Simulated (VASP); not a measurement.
# BN (Pm) in VASP: notebook

The runs below take BN through single point, with PBE.

All numbers are computed with VASP 6.6.1; they aren't measurements. Logs are shortened: lines on timing, memory, paths and dates and some standing lists are left out, and cuts for length are marked.

## 1. The cell of the first run

The structure is monoclinic, space group Pm (No. 6). The conventional cell has a = 2.512 Å, b = 8.344 Å, c = 2.512 Å, α = 90.00°, β = 120.00°, γ = 90.00°. Within 1.7 Å of B (site symmetry m) lie 3 N at 1.26 to 1.60 Å. B (site symmetry m) has 3 N at 1.45 Å within 1.9 Å. N (site symmetry m) has 3 B at 1.45 Å within 1.9 Å. N (site symmetry m) has 3 B at 1.26 to 1.60 Å within 1.7 Å.

## 2. Single point, PBE (atom 1 (B) moved -0.200 Å along Cartesian [1 1 0])

INCAR

```
SYSTEM = BN
ALGO     = Normal         ! electronic algorithm
EDIFF    = 1E-7           ! SCF threshold, eV
ENCUT    = 520            ! plane-wave cutoff, eV
GGA      = PE             ! functional
ISIF     = 2              ! what is computed and relaxed
ISMEAR   = 0              ! smearing method
LASPH    = .True.         ! aspherical terms in the spheres
LCHARG   = .False.        ! write CHGCAR
LREAL    = .False.        ! projectors in reciprocal space
LWAVE    = .False.        ! write WAVECAR
NBANDS   = 16             ! bands
NELM     = 80             ! most SCF steps
PREC     = Accurate       ! precision mode
SIGMA    = 0.05           ! smearing width, eV
```

KPOINTS

```
k-points
0
Gamma
  12 12 4
  0 0 0
```

POSCAR

```
BN
1.0
    2.5121751215      0.0000000000      0.0000000000
   -1.2560875608      2.1756074740      0.0000000000
    0.0000000000      0.0000000000      8.3436910039
B N
2 2
Direct
    0.2445373683      0.6016635087      0.2500000000
    0.6666666667      0.3333333333      0.7500000000
    0.3333333333      0.6666666667      0.7500000000
    0.6666666667      0.3333333333      0.2500000000
```

Potentials or basis: VASP PAW PBE potentials, release 64 (B, N).

On the command line:

```bash
$ cat potpaw_PBE.64/B/POTCAR potpaw_PBE.64/N/POTCAR > POTCAR
$ mpirun -np 1 vasp_std > vasp.out
```

OUTCAR:

```text
SYSTEM = BN
   EDIFF = 1E-7
   ENCUT = 520
   GGA = PE
   ISIF = 2
   ISMEAR = 0
   LASPH = .True.
   LREAL = .False.
   NELM = 80
   PREC = Accurate

 ion  position               nearest neighbor table
   1  0.245  0.602  0.250-   4 1.26   4 1.51   4 1.60
   2  0.667  0.333  0.750-   3 1.45   3 1.45   3 1.45
   3  0.333  0.667  0.750-   2 1.45   2 1.45   2 1.45
   4  0.667  0.333  0.250-   1 1.26   1 1.51   1 1.60

  LATTYP: Found a hexagonal cell.
 ALAT       =     2.5121751215
 C/A-ratio  =     3.3213015018

  Lattice vectors:

 A1 = (   2.5121751215,   0.0000000000,   0.0000000000)
 A2 = (  -1.2560875608,   2.1756074740,   0.0000000000)
 A3 = (   0.0000000000,   0.0000000000,   8.3436910039)

Analysis of symmetry for initial positions (statically):
=====================================================================
 Subroutine PRICEL returns:
 Original cell was already a primitive cell.

 Routine SETGRP: Setting up the symmetry group for a
 hexagonal supercell.

 Subroutine GETGRP returns: Found  2 space group operations
 (whereof  1 operations were pure point group operations)
 out of a pool of 24 trial point group operations.

The static configuration has the point symmetry C_1 .
 The point group associated with its full space group is C_1h.

Analysis of symmetry for dynamics (positions and initial velocities):
=====================================================================
 Subroutine PRICEL returns:
 Original cell was already a primitive cell.

 Routine SETGRP: Setting up the symmetry group for a
 hexagonal supercell.

 Subroutine GETGRP returns: Found  2 space group operations
 (whereof  1 operations were pure point group operations)
 out of a pool of 24 trial point group operations.

The dynamic configuration has the point symmetry C_1 .
 The point group associated with its full space group is C_1h.

 Subroutine INISYM returns: Found  2 space group operations
 (whereof  1 operations are pure point group operations),
 and found     1 'primitive' translations

----------------------------------------------------------------------------------------

                                     Primitive cell

  volume of cell :      45.6025

  direct lattice vectors                    reciprocal lattice vectors
     2.512175121  0.000000000  0.000000000     0.398061422  0.229820869  0.000000000
    -1.256087561  2.175607474  0.000000000     0.000000000  0.459641738  0.000000000
     0.000000000  0.000000000  8.343691004     0.000000000  0.000000000  0.119851035

  length of vectors
     2.512175121  2.512175122  8.343691004     0.459641738  0.459641738  0.119851035

  position of ions in fractional coordinates (direct lattice)
     0.244537368  0.601663509  0.250000000
     0.666666667  0.333333333  0.750000000
     0.333333333  0.666666667  0.750000000
     0.666666667  0.333333333  0.250000000

  ion indices of the primitive-cell ions
   primitive index   ion index
                 1           1
                 2           2
                 3           3
                 4           4

----------------------------------------------------------------------------------------

 KPOINTS: k-points

Automatic generation of k-mesh.
 Grid dimensions read from file:
 generate k-points for:   12   12    4

 Generating k-lattice:

  Cartesian coordinates                     Fractional coordinates (reciprocal lattice)
     0.033171785  0.019151739  0.000000000     0.083333333  0.000000000  0.000000000
     0.000000000  0.038303478  0.000000000     0.000000000  0.083333333  0.000000000
     0.000000000  0.000000000  0.029962759     0.000000000  0.000000000  0.250000000

  Length of vectors
     0.038303478  0.038303478  0.029962759

  Shift w.r.t. Gamma in fractional coordinates (k-lattice)
     0.000000000  0.000000000  0.000000000

 Subroutine IBZKPT returns following result:
 ===========================================

 Found    222 irreducible k-points:

 Following reciprocal coordinates:
            Coordinates               Weight
  0.000000  0.000000  0.000000      1.000000
  0.083333 -0.000000  0.000000      2.000000
  0.000000  0.083333  0.000000      2.000000
 -0.083333  0.083333  0.000000      2.000000
  0.166667  0.000000  0.000000      2.000000
  0.000000  0.166667  0.000000      2.000000
[... 16 lines left out ...]
  0.166667  0.083333  0.000000      2.000000
 -0.083333  0.250000  0.000000      2.000000
 [... further k-points ...]
   k-points           NKPTS =    222   k-points in BZ     NKDIM =    222   number of bands    NBANDS=     16
   number of dos      NEDOS =    301   number of ions     NIONS =      4
   total plane-waves  NPLWV =  25600
   dimension x,y,z NGX =    20 NGY =   20 NGZ =   64
   dimension x,y,z NGXF=    40 NGYF=   40 NGZF=  128
   ions per type =               2   2
   NGX,Y,Z   is equivalent  to a cutoff of  13.24, 13.24, 12.75 a.u.
   NGXF,Y,Z  is equivalent  to a cutoff of  26.47, 26.47, 25.50 a.u.
 SYSTEM =  BN
   PREC   = accura    normal or accurate (medium, high low for compatibility)
   ISTART =      0    job   : 0-new  1-cont  2-samecut
   ICHARG =      2    charge: 1-file 2-atom 10-const
   ISPIN  =      1    spin polarized calculation?
   LNONCOLLINEAR =      F non collinear calculations
   LSORBIT =      F    spin-orbit coupling
   LASPH  =      T    aspherical Exc in radial PAW
   ENCUT  =  520.0 eV  38.22 Ry    6.18 a.u.   4.67  4.67 15.51*2*pi/ulx,y,z
   NELM   =     80;   NELMIN=  2; NELMDL= -5     # of ELM steps
   EDIFF  = 0.1E-06   stopping-criterion for ELM
   LREAL  =      F    real-space projection
   EDIFFG = 0.1E-05   stopping-criterion for IOM
   NSW    =      0    number of steps for IOM
   IBRION =     -1    ionic relax: 0-MD 1-quasi-New 2-CG
   NFREE  =      0    steps in history (QN), initial steepest desc. (CG)
   ISIF   =      2    stress and relaxation
   ISYM   =      2    0-nonsym 1-usesym 2-fastsym
   POTIM  = 0.5000    time-step for ionic-motion
   TEBEG  =    0.0;   TEEND  =   0.0 temperature during run
   PSTRESS=    0.0 pullay stress
   NELECT =      16.0000    total number of electrons
   NUPDOWN=      -1.0000    fix difference up-down
   EMIN   =  10.00;   EMAX   =-10.00  energy-range for DOS
   EFERMI =   0.00;   METHOD = LEGACY
   ISMEAR =     0;   SIGMA  =   0.05  broadening in eV -4-tet -1-fermi 0-gaus
   EFERMI_NEDOS =   21; number of points for ismear=-14 and -15
   IALGO  =     38    algorithm
   IMIX   =      4    mixing-type and parameters
     AMIX     =   0.40;   BMIX     =  1.00
     AMIX_MAG =   1.60;   BMIX_MAG =  1.00
  volume/ion in A,a.u.               =      11.40        76.94
  Fermi-wavevector in a.u.,A,eV,Ry     =   1.154654  2.181980 18.139645  1.333226
  Thomas-Fermi vector in A             =   2.291289
   LORBIT       =      0    0 simple, 1 ext, 2 COOP (PROOUT), +10 PAW based schemes
   GGA     = PE    functional components
   LHFCALC =     F    Hartree Fock is set to
   AEXX    =    0.0000 exact exchange contribution
   IVDW    =     0    specifies the selected vdW correction
   LEPSILON=     F    determine dielectric tensor
   LRPA    =     F    only Hartree local field effects (RPA)
 non-spin polarized calculation
 Gauss-broadening in eV      SIGMA  =   0.05
  energy-cutoff  :      520.00
  volume of cell :       45.60
 maximum number of plane-waves:      1267
   NGX =  9   NGY =  9   NGZ = 31

 number of electron      15.9999998 magnetization

 Free energy of the ion-electron system (eV)
  ---------------------------------------------------
  ext. energy  EPLUGINS =         0.00000000
  ---------------------------------------------------
  free energy    TOTEN  =       -34.25933420 eV

  energy without entropy =      -34.25933420  energy(sigma->0) =      -34.25933420

 E-fermi :   1.6355     XC(G=0):  -8.5662

 val. band max:        1.3700536331   @ k =   0.0000   0.0000   0.5000
 cond. band min:       4.3534245490   @ k =   0.5000  -0.0000   0.5000
 fundamental gap:      2.9833709159
 Fermi energy:         1.6354591943

 k-point     1 :       0.0000    0.0000    0.0000
  band No.  band energies     occupation
      1     -17.0559      2.00000
      2     -17.0120      2.00000
      3      -4.9417      2.00000
      4      -4.3450      2.00000
      5      -2.8274      2.00000
      6      -0.7807      2.00000
[... 8 lines left out ...]
     15      13.0564      0.00000
     16      13.5953      0.00000

 k-point     2 :       0.0833   -0.0000    0.0000
  band No.  band energies     occupation
      1     -16.9272      2.00000
      2     -16.8872      2.00000
      3      -4.7572      2.00000
      4      -4.1676      2.00000
      5      -3.1854      2.00000
      6      -1.3379      2.00000
[... 8 lines left out ...]
     15      12.6680      0.00000
     16      13.6720      0.00000

 k-point     3 :       0.0000    0.0833    0.0000
  band No.  band energies     occupation
      1     -16.9224      2.00000
      2     -16.8788      2.00000
      3      -4.7656      2.00000
      4      -4.1759      2.00000
      5      -3.0384      2.00000
      6      -1.3379      2.00000
[... 8 lines left out ...]
     15      12.7007      0.00000
     16      14.0529      0.00000

 k-point     4 :      -0.0833    0.0833    0.0000
  band No.  band energies     occupation
      1     -16.9238      2.00000
      2     -16.8819      2.00000
      3      -4.7628      2.00000
      4      -4.1732      2.00000
      5      -3.1111      2.00000
      6      -1.3379      2.00000
[... 8 lines left out ...]
     15      12.6800      0.00000
     16      14.0779      0.00000

 k-point     5 :       0.1667    0.0000    0.0000
  band No.  band energies     occupation
      1     -16.5599      2.00000
      2     -16.5107      2.00000
      3      -4.2103      2.00000
      4      -4.1473      2.00000
      5      -3.6429      2.00000
      6      -2.7418      2.00000
[... 8 lines left out ...]
     15      13.3395      0.00000
     16      13.9549      0.00000

 k-point     6 :       0.0000    0.1667    0.0000
  band No.  band energies     occupation
      1     -16.5298      2.00000
      2     -16.4867      2.00000
      3      -4.2474      2.00000
      4      -3.6782      2.00000
      5      -3.6387      2.00000
      6      -2.7418      2.00000
[... 8 lines left out ...]
     15      13.6652      0.00000
     16      14.2609      0.00000
[... 267 lines left out ...]
 k-point    21 :      -0.0833    0.1667    0.0000
  band No.  band energies     occupation
      1     -16.6584      2.00000
      2     -16.6133      2.00000
      3      -4.4208      2.00000
      4      -3.8445      2.00000
      5      -3.4732      2.00000
      6      -2.2511      2.00000
[... 8 lines left out ...]
     15      13.5574      0.00000
     16      13.9571      0.00000

 k-point    22 :      -0.1667    0.0833    0.0000
  band No.  band energies     occupation
      1     -16.6758      2.00000
      2     -16.6350      2.00000
      3      -4.3947      2.00000
      4      -3.8199      2.00000
      5      -3.7964      2.00000
      6      -2.2511      2.00000
[... 8 lines left out ...]
     15      13.4665      0.00000
     16      13.6974      0.00000

 k-point    23 :       0.1667    0.0833    0.0000
  band No.  band energies     occupation
      1     -16.1950      2.00000
      2     -16.1352      2.00000
      3      -4.7759      2.00000
      4      -3.7306      2.00000
      5      -3.6901      2.00000
      6      -3.1475      2.00000
[... 8 lines left out ...]
     15      12.7983      0.00000
     16      14.1541      0.00000

 k-point    24 :      -0.0833    0.2500    0.0000
  band No.  band energies     occupation
      1     -16.1479      2.00000
      2     -16.0987      2.00000
      3      -4.2298      2.00000
      4      -3.7540      2.00000
      5      -3.7305      2.00000
      6      -3.2008      2.00000
[... 8 lines left out ...]
     15      13.0896      0.00000
     16      14.9145      0.00000

 [... further k-points ...]
[... 5 lines left out ...]
  --------------------------------------------------------------------------------------
  -------------------------------------------------------------------------------------
  Total        5.2260405      0.8056080     -0.0269584      2.8681346      0.0000000      0.0000000
  in kB      183.6093060     28.3038598     -0.9471458    100.7677236      0.0000000      0.0000000
  external PRESSURE =      70.3220067 kB  Pullay stress =       0.0000000 kB

 VOLUME and BASIS-vectors are now :
 -----------------------------------------------------------------------------
  energy-cutoff  :      520.00
  volume of cell :       45.60
      direct lattice vectors                 reciprocal lattice vectors
     2.512175121  0.000000000  0.000000000     0.398061422  0.229820869  0.000000000
    -1.256087561  2.175607474  0.000000000     0.000000000  0.459641738  0.000000000
     0.000000000  0.000000000  8.343691004     0.000000000  0.000000000  0.119851035

 POSITION                                       TOTAL-FORCE (eV/Angst)
 -----------------------------------------------------------------------------------
     -0.14142      1.30898      2.08592         8.735173      5.967414      0.000000
      1.25609      0.72520      6.25777         0.000159      0.000111      0.000000
     -0.00000      1.45040      6.25777        -0.000236     -0.000429      0.000000
      1.25609      0.72520      2.08592        -8.735097     -5.967096      0.000000
 -----------------------------------------------------------------------------------
    total drift:                                0.000062      0.000051     -0.000000

  FREE ENERGIE OF THE ION-ELECTRON SYSTEM (eV)
  ---------------------------------------------------
  free  energy   TOTEN  =       -34.2593342016 eV

  energy  without entropy=      -34.2593342016  energy(sigma->0) =      -34.25933420
```

Run time: 96 s. Hardware: 1 thread of AMD EPYC 9R14 (Zen 4), shared host; peak memory 0.22 GiB.

Results:

```yaml
Free_energy: -34.2593 eV
Pressure: 7.0 GPa
Largest_force: 10.579 eV/Å
Band_gap_on_the_k_mesh: 2.98 eV (least direct gap 3.62 eV)
```

Forces in eV/Å, atoms in the order of the input:
```
B    8.735  5.967  0.000
B    0.000  0.000  0.000
N    0.000  0.000  0.000
N   -8.735 -5.967  0.000
```

Caveat: the cell differs from its parent crystal (atom 1 (B) moved -0.200 Å along Cartesian [1 1 0]); the cell stands under pressure; this functional lacks dispersion, which binds the layers, so the pressure and a relaxed spacing across them are unreliable; forces of over 1 eV/Å act on the atoms, so gaps and moduli don't describe the material at rest. A k mesh can miss the band edges.

(Continued in part 2 of 2.)
